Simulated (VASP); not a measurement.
# Ir (Fm-3m) in VASP: notebook

Ir is run at these levels: PBEsol; tasks: single point.

Everything below comes from runs of VASP 6.6.1. Logs are shortened: lines on timing, memory, paths and dates and some standing lists are left out, and cuts for length are marked.

## 1. The cell of the first run

Symmetry: Fm-3m, No. 225, cubic system. The conventional cell has a = 3.832 Å, b = 3.832 Å, c = 3.832 Å, α = 90.00°, β = 90.00°, γ = 90.00°. Within 3.6 Å of Ir (site symmetry m-3m) lie 12 Ir at 2.71 Å.

## 2. Single point, PBEsol

The input, INCAR:

```
SYSTEM = Ir
ALGO     = Normal         ! electronic algorithm
EDIFF    = 1E-6           ! SCF threshold, eV
ENCUT    = 560            ! plane-wave cutoff, eV
GGA      = PS             ! functional
GGA_COMPAT= .FALSE.      
ISIF     = 2              ! what is computed and relaxed
ISMEAR   = -1             ! smearing method
LASPH    = .TRUE.         ! aspherical terms in the spheres
LCHARG   = .TRUE.         ! write CHGCAR
LELF     = .TRUE.         ! ELF
LREAL    = .FALSE.        ! projectors in reciprocal space
LVHAR    = .TRUE.       
LWAVE    = .FALSE.        ! write WAVECAR
NBANDS   = 14             ! bands
NELM     = 120            ! most SCF steps
PREC     = Accurate       ! precision mode
SIGMA    = 0.1            ! smearing width, eV
```

The input, KPOINTS:

```
k-points
0
G
  14 14 14
  0 0 0
```

The input, POSCAR:

```
Ir
1.0
    0.0000000000      1.9158105891      1.9158105891
    1.9158105891      0.0000000000      1.9158105891
    1.9158105891      1.9158105891      0.0000000000
Ir
1
Direct
    0.0000000000      0.0000000000      0.0000000000
```

Potentials or basis: VASP PAW PBE potentials, release 64 (Ir_sv_GW).

Started as:

```sh
$ cat potpaw_PBE.64/Ir_sv_GW/POTCAR > POTCAR
$ mpirun -np 1 vasp_std > vasp.out
```

OUTCAR:

```text
SYSTEM = Ir
   EDIFF = 1E-6
   ENCUT = 560
   GGA = PS
   ISIF = 2
   ISMEAR = -1
   LASPH = .TRUE.
   LREAL = .FALSE.
   NELM = 120
   PREC = Accurate

 ion  position               nearest neighbor table
   1  0.000  0.000  0.000-

  LATTYP: Found a face centered cubic cell.
 ALAT       =     3.8316211782

  Lattice vectors:

 A1 = (   0.0000000000,   1.9158105891,   1.9158105891)
 A2 = (   1.9158105891,   0.0000000000,   1.9158105891)
 A3 = (   1.9158105891,   1.9158105891,   0.0000000000)

Analysis of symmetry for initial positions (statically):
=====================================================================
 Subroutine PRICEL returns:
 Original cell was already a primitive cell.

 Routine SETGRP: Setting up the symmetry group for a
 face centered cubic supercell.

 Subroutine GETGRP returns: Found 48 space group operations
 (whereof 48 operations were pure point group operations)
 out of a pool of 48 trial point group operations.

The static configuration has the point symmetry O_h .

Analysis of symmetry for dynamics (positions and initial velocities):
=====================================================================
 Subroutine PRICEL returns:
 Original cell was already a primitive cell.

 Routine SETGRP: Setting up the symmetry group for a
 face centered cubic supercell.

 Subroutine GETGRP returns: Found 48 space group operations
 (whereof 48 operations were pure point group operations)
 out of a pool of 48 trial point group operations.

The dynamic configuration has the point symmetry O_h .

 Subroutine INISYM returns: Found 48 space group operations
 (whereof 48 operations are pure point group operations),
 and found     1 'primitive' translations

----------------------------------------------------------------------------------------

                                     Primitive cell

  volume of cell :      14.0633

  direct lattice vectors                    reciprocal lattice vectors
     0.000000000  1.915810589  1.915810589    -0.260986134  0.260986134  0.260986134
     1.915810589  0.000000000  1.915810589     0.260986134 -0.260986134  0.260986134
     1.915810589  1.915810589  0.000000000     0.260986134  0.260986134 -0.260986134

  length of vectors
     2.709365318  2.709365318  2.709365318     0.452041245  0.452041245  0.452041245

  position of ions in fractional coordinates (direct lattice)
     0.000000000  0.000000000  0.000000000

  ion indices of the primitive-cell ions
   primitive index   ion index
                 1           1

----------------------------------------------------------------------------------------

 KPOINTS: k-points

Automatic generation of k-mesh.
 Grid dimensions read from file:
 generate k-points for:   14   14   14

 Generating k-lattice:

  Cartesian coordinates                     Fractional coordinates (reciprocal lattice)
    -0.018641867  0.018641867  0.018641867     0.071428571  0.000000000  0.000000000
     0.018641867 -0.018641867  0.018641867     0.000000000  0.071428571  0.000000000
     0.018641867  0.018641867 -0.018641867     0.000000000  0.000000000  0.071428571

  Length of vectors
     0.032288660  0.032288660  0.032288660

  Shift w.r.t. Gamma in fractional coordinates (k-lattice)
     0.000000000  0.000000000  0.000000000

 Subroutine IBZKPT returns following result:
 ===========================================

 Found    104 irreducible k-points:

 Following reciprocal coordinates:
            Coordinates               Weight
  0.000000  0.000000  0.000000      1.000000
  0.071429  0.000000  0.000000      8.000000
  0.142857  0.000000  0.000000      8.000000
  0.214286  0.000000  0.000000      8.000000
  0.285714  0.000000  0.000000      8.000000
  0.357143  0.000000  0.000000      8.000000
[... 16 lines left out ...]
  0.214286  0.142857  0.000000     24.000000
  0.285714  0.142857  0.000000     24.000000
 [... further k-points ...]
   k-points           NKPTS =    104   k-points in BZ     NKDIM =    104   number of bands    NBANDS=     14
   number of dos      NEDOS =    301   number of ions     NIONS =      1
   total plane-waves  NPLWV =  13824
   dimension x,y,z NGX =    24 NGY =   24 NGZ =   24
   dimension x,y,z NGXF=    48 NGYF=   48 NGZF=   48
   ions per type =               1
   NGX,Y,Z   is equivalent  to a cutoff of  14.73, 14.73, 14.73 a.u.
   NGXF,Y,Z  is equivalent  to a cutoff of  29.45, 29.45, 29.45 a.u.
 SYSTEM =  Ir
   PREC   = accura    normal or accurate (medium, high low for compatibility)
   ISTART =      0    job   : 0-new  1-cont  2-samecut
   ICHARG =      2    charge: 1-file 2-atom 10-const
   ISPIN  =      1    spin polarized calculation?
   LNONCOLLINEAR =      F non collinear calculations
   LSORBIT =      F    spin-orbit coupling
   LASPH  =      T    aspherical Exc in radial PAW
   ENCUT  =  560.0 eV  41.16 Ry    6.42 a.u.   5.23  5.23  5.23*2*pi/ulx,y,z
   NELM   =    120;   NELMIN=  2; NELMDL= -5     # of ELM steps
   EDIFF  = 0.1E-05   stopping-criterion for ELM
   LREAL  =      F    real-space projection
   EDIFFG = 0.1E-04   stopping-criterion for IOM
   NSW    =      0    number of steps for IOM
   IBRION =     -1    ionic relax: 0-MD 1-quasi-New 2-CG
   NFREE  =      0    steps in history (QN), initial steepest desc. (CG)
   ISIF   =      2    stress and relaxation
   ISYM   =      2    0-nonsym 1-usesym 2-fastsym
   POTIM  = 0.5000    time-step for ionic-motion
   TEBEG  =    0.0;   TEEND  =   0.0 temperature during run
   PSTRESS=    0.0 pullay stress
   NELECT =      17.0000    total number of electrons
   NUPDOWN=      -1.0000    fix difference up-down
   EMIN   =  10.00;   EMAX   =-10.00  energy-range for DOS
   EFERMI =   0.00;   METHOD = LEGACY
   ISMEAR =    -1;   SIGMA  =   0.10  broadening in eV -4-tet -1-fermi 0-gaus
   EFERMI_NEDOS =   21; number of points for ismear=-14 and -15
   IALGO  =     38    algorithm
   IMIX   =      4    mixing-type and parameters
     AMIX     =   0.40;   BMIX     =  1.00
     AMIX_MAG =   1.60;   BMIX_MAG =  1.00
  volume/ion in A,a.u.               =      14.06        94.90
  Fermi-wavevector in a.u.,A,eV,Ry     =   1.743928  3.295546 41.379196  3.041285
  Thomas-Fermi vector in A             =   2.815906
   LORBIT       =      0    0 simple, 1 ext, 2 COOP (PROOUT), +10 PAW based schemes
   GGA     = PS    functional components
   LHFCALC =     F    Hartree Fock is set to
   AEXX    =    0.0000 exact exchange contribution
   IVDW    =     0    specifies the selected vdW correction
   LEPSILON=     F    determine dielectric tensor
   LRPA    =     F    only Hartree local field effects (RPA)
 non-spin polarized calculation
  energy-cutoff  :      560.00
  volume of cell :       14.06
 maximum number of plane-waves:       444
 NGX is ok and might be reduce to    24
   NGX = 11   NGY = 11   NGZ = 11

 number of electron      17.0000000 magnetization

 Free energy of the ion-electron system (eV)
  ---------------------------------------------------
  ext. energy  EPLUGINS =         0.00000000
  ---------------------------------------------------
  free energy    TOTEN  =       -10.40834479 eV

  energy without entropy =      -10.37403145  energy(sigma->0) =      -10.39118812

 E-fermi :  12.7719     XC(G=0): -14.7444

 val. band max:       12.7584789197   @ k =  -0.4286   0.4286   0.0714
 cond. band min:      12.8169952601   @ k =  -0.3571   0.2857   0.0000
 fundamental gap:      0.0585163404
 Fermi energy:        12.7719080320

 k-point     1 :       0.0000    0.0000    0.0000
  band No.  band energies     occupation
      1     -80.1918      2.00000
      2     -36.5683      2.00000
      3     -36.5683      2.00000
      4     -36.5683      2.00000
      5       1.6143      2.00000
      6       8.9203      2.00000
      7       8.9203      2.00000
      8       8.9203      2.00000
      9      11.6568      1.99997
     10      11.6568      1.99997
     11      26.4222      0.00000
     12      31.9578      0.00000
     13      31.9578      0.00000
     14      31.9578      0.00000

 k-point     2 :       0.0714    0.0000    0.0000
  band No.  band energies     occupation
      1     -80.1888      2.00000
      2     -36.6104      2.00000
      3     -36.5740      2.00000
      4     -36.5740      2.00000
      5       1.8434      2.00000
      6       8.7976      2.00000
      7       9.0180      2.00000
      8       9.0180      2.00000
      9      11.5926      1.99998
     10      11.5926      1.99998
     11      26.8208      0.00000
     12      30.9630      0.00000
     13      32.3439      0.00000
     14      32.3439      0.00000

 k-point     3 :       0.1429    0.0000    0.0000
  band No.  band energies     occupation
      1     -80.1795      2.00000
      2     -36.7252      2.00000
      3     -36.5900      2.00000
      4     -36.5900      2.00000
      5       2.4888      2.00000
      6       8.5183      2.00000
      7       9.2455      2.00000
      8       9.2455      2.00000
      9      11.4906      1.99999
     10      11.4906      1.99999
     11      27.8249      0.00000
     12      29.1875      0.00000
     13      33.4517      0.00000
     14      33.4517      0.00000
[... 324 lines left out ...]
 k-point    23 :       0.2143    0.1429    0.0000
  band No.  band energies     occupation
      1     -80.1656      2.00000
      2     -36.8271      2.00000
      3     -36.6540      2.00000
      4     -36.6474      2.00000
      5       3.4997      2.00000
      6       7.7303      2.00000
      7       9.7272      2.00000
      8       9.9198      2.00000
      9      10.6060      2.00000
     10      12.2038      1.99320
     11      29.3249      0.00000
     12      29.5917      0.00000
     13      32.5150      0.00000
     14      33.0636      0.00000

 k-point    24 :       0.2857    0.1429    0.0000
  band No.  band energies     occupation
      1     -80.1527      2.00000
      2     -36.9740      2.00000
      3     -36.6825      2.00000
      4     -36.6733      2.00000
      5       4.3880      2.00000
      6       7.5497      2.00000
      7       9.2901      2.00000
      8      10.0453      2.00000
      9      11.4004      2.00000
     10      12.6085      1.67340
     11      27.5090      0.00000
     12      30.2078      0.00000
     13      32.5926      0.00000
     14      33.3595      0.00000

 [... further k-points ...]

------------------------ aborting loop because EDIFF is reached ----------------------------------------

  FORCE on cell =-STRESS in cart. coord.  units (eV):
  Direction    XX          YY          ZZ          XY          YZ          ZX
  --------------------------------------------------------------------------------------
  -------------------------------------------------------------------------------------
  Total       -0.1666999     -0.1666999     -0.1666999      0.0000000      0.0000000      0.0000000
  in kB      -18.9914546    -18.9914546    -18.9914546      0.0000000      0.0000000      0.0000000
  external PRESSURE =     -18.9914546 kB  Pullay stress =       0.0000000 kB

 VOLUME and BASIS-vectors are now :
 -----------------------------------------------------------------------------
  energy-cutoff  :      560.00
  volume of cell :       14.06
      direct lattice vectors                 reciprocal lattice vectors
     0.000000000  1.915810589  1.915810589    -0.260986134  0.260986134  0.260986134
     1.915810589  0.000000000  1.915810589     0.260986134 -0.260986134  0.260986134
     1.915810589  1.915810589  0.000000000     0.260986134  0.260986134 -0.260986134

 POSITION                                       TOTAL-FORCE (eV/Angst)
 -----------------------------------------------------------------------------------
      0.00000      0.00000      0.00000         0.000000      0.000000      0.000000
 -----------------------------------------------------------------------------------
    total drift:                                0.000000      0.000000      0.000000

  FREE ENERGIE OF THE ION-ELECTRON SYSTEM (eV)
  ---------------------------------------------------
  free  energy   TOTEN  =       -10.4083447921 eV

  energy  without entropy=      -10.3740314457  energy(sigma->0) =      -10.39118812
```

Wall time 11 s (1 thread of Intel Xeon Platinum 8559C (Emerald Rapids), shared host); peak memory 0.16 GiB.

Results:

```yaml
Free_energy: -10.4083 eV
Pressure: -1.9 GPa
Band_gap_on_the_k_mesh: zero (an odd number of electrons rules out a gap without spin polarisation)
```

Levels at points of the mesh, in eV from the Fermi level:
```csv
k point,band 4,band 5,band 6,band 7,band 8,band 9,band 10,band 11,band 12,band 13
"(0.00, 0.00, 0.00)",-49.34,-11.16,-3.85,-3.85,-3.85,-1.12,-1.12,13.65,19.19,19.19
"(0.50, 0.00, 0.00)",-49.45,-8.11,-3.95,-3.95,-0.74,1.00,1.00,7.39,13.31,19.20
"(0.50, 0.50, 0.00)",-49.64,-7.92,-7.34,0.98,1.59,1.59,1.73,10.65,11.55,11.55
```

Caveat: the PAW data sets were made with another functional, which shifts forces and pressure a little; spin-orbit coupling is left out, which moves the levels of the heavy elements.

## 3. Single point, PBEsol, collinear spin (15.18 Å³/atom)

This run uses another cell than the first one, of 15.18 Å³/atom.

The input, INCAR:

```
SYSTEM = Ir
ALGO = Normal
EDIFF = 1E-6
ENCUT = 520
GGA = PS
ISIF = 2
ISMEAR = -1
ISPIN = 2
LASPH = .TRUE.
LCHARG = .TRUE.
LELF = .TRUE.
LMAXMIX = 4
LORBIT = 11
LREAL = .FALSE.
LVHAR = .TRUE.
LWAVE = .FALSE.
MAGMOM = 1
NBANDS = 14
NELM = 150
PREC = Accurate
SIGMA = 0.05
```

The input, KPOINTS:

```
k-points
0
G
  23 23 23
  0 0 0
```

The input, POSCAR:

```
Ir
1.0
    0.0000000000      1.9652980952      1.9652980952
    1.9652980952      0.0000000000      1.9652980952
    1.9652980952      1.9652980952      0.0000000000
Ir
1
Direct
    0.0000000000      0.0000000000      0.0000000000
```

Potentials or basis: VASP PAW PBE potentials, release 64 (Ir).

Started as:

```sh
$ cat potpaw_PBE.64/Ir/POTCAR > POTCAR
$ mpirun -np 1 vasp_std > vasp.out
```

Run time: 2.2 min. Hardware: 1 thread of Intel Xeon Platinum 8259CL at 2.50GHz (Skylake/Cascade Lake), shared host; peak memory 0.24 GiB.

The run converged. Its results:

- Free energy: -9.7370 eV
- Pressure: -24.1 GPa
- Net moment: 0.00 μB per cell
- Valence electrons inside the program's atomic spheres: Ir 8.16

Levels at points of the mesh, in eV from the Fermi level:
Spin up:
```
           k point  band 1  band 2  band 3  band 4  band 5  band 6  band 7  band 8
(0.00, 0.00, 0.00)  -10.41   -3.48   -3.48   -3.48   -1.05   -1.05   14.47   19.62
```
Spin down:
```csv
k point,band 2,band 3,band 4,band 5,band 6,band 7
"(0.00, 0.00, 0.00)",-3.48,-3.48,-3.48,-1.05,-1.05,14.46
```

Caveat: the cell stands under tension; the PAW data sets were made with another functional, which shifts forces and pressure a little; spin-orbit coupling is left out, which moves the levels of the heavy elements.

## 4. Single point, PBEsol, collinear spin (15.74 Å³/atom)

This run uses another cell than the first one, of 15.74 Å³/atom.

The input, INCAR:

```
  PREC = Accurate
  ENCUT = 520
  EDIFF = 1E-6
  ISMEAR = -1
  SIGMA = 0.05
  LREAL = F
  LASPH = T
  NELM = 150
  ALGO = Normal
  ISIF = 2
  LWAVE = F
  LCHARG = F
  ISPIN = 2
  MAGMOM = 1
  LORBIT = 11
  LMAXMIX = 4
  GGA = PS
  NBANDS = 14
```

The input, KPOINTS:

```
regular mesh
0
Gamma
  23 23 23
```

The input, POSCAR:

```
Ir
1.0
    0.0000000000      1.9892675074      1.9892675074
    1.9892675074      0.0000000000      1.9892675074
    1.9892675074      1.9892675074      0.0000000000
Ir
1
Direct
    0.0000000000      0.0000000000      0.0000000000
```

Started as:

```sh
$ cat potpaw_PBE.64/Ir/POTCAR > POTCAR
$ mpirun -np 1 vasp_std > vasp.out
```

It took 2.2 min on 1 thread of Intel Xeon Platinum 8259CL at 2.50GHz (Skylake/Cascade Lake), shared host; peak memory 0.25 GiB.

It converged, with:

| Quantity | Value |
| --- | --- |
| Free energy | -9.6370 eV |
| Pressure | -32.6 GPa |
| Net moment | 0.00 μB per cell |
| Valence electrons inside the program's atomic spheres | Ir 8.05 |

Levels at points of the mesh, in eV from the Fermi level:
Spin up:
| k point | band 2 | band 3 | band 4 | band 5 | band 6 | band 7 |
| --- | --- | --- | --- | --- | --- | --- |
| (0.00, 0.00, 0.00) | -3.28 | -3.28 | -3.28 | -0.99 | -0.99 | 14.51 |
Spin down:
```
           k point  band 1  band 2  band 3  band 4  band 5  band 6  band 7  band 8
(0.00, 0.00, 0.00)  -10.04   -3.28   -3.28   -3.28   -0.99   -0.99   14.51   19.46
```

Caveat: the cell stands under tension; the PAW data sets were made with another functional, which shifts forces and pressure a little; spin-orbit coupling is left out, which moves the levels of the heavy elements.

## 5. The runs side by side

| potentials or basis | spin | cell | k mesh | cutoff (eV) | smearing | gap on the mesh (eV) | pressure (GPa) | moment (μB) |
| --- | --- | --- | --- | --- | --- | --- | --- | --- |
| VASP PAW PBE potentials, release 64 (Ir_sv_GW) | off | a = 2.709 Å, angles 60.0°, 1 atom | 14 × 14 × 14 | 560 | fermi-dirac 0.1 eV | none | -1.9 | - |
| VASP PAW PBE potentials, release 64 (Ir) | collinear | a = 2.779 Å, angles 60.0°, 1 atom | 23 × 23 × 23 | 520 | fermi-dirac 0.05 eV | none | -24.1 | 0.00 |
| VASP PAW PBE potentials, release 64 (Ir) | collinear | a = 2.813 Å, angles 60.0°, 1 atom | 23 × 23 × 23 | 520 | fermi-dirac 0.05 eV | none | -32.6 | 0.00 |

Alike in all rows: task single point; level PBEsol.

Caveats: the PAW data sets were made with another functional, which shifts forces and pressure a little; spin-orbit coupling is left out, which moves the levels of the heavy elements; the cell stands under tension (at least some runs).

Absolute energies hang on the potentials; compare differences alone.

The gap in the log of VASP goes by the Fermi energy; the results here count the filled bands.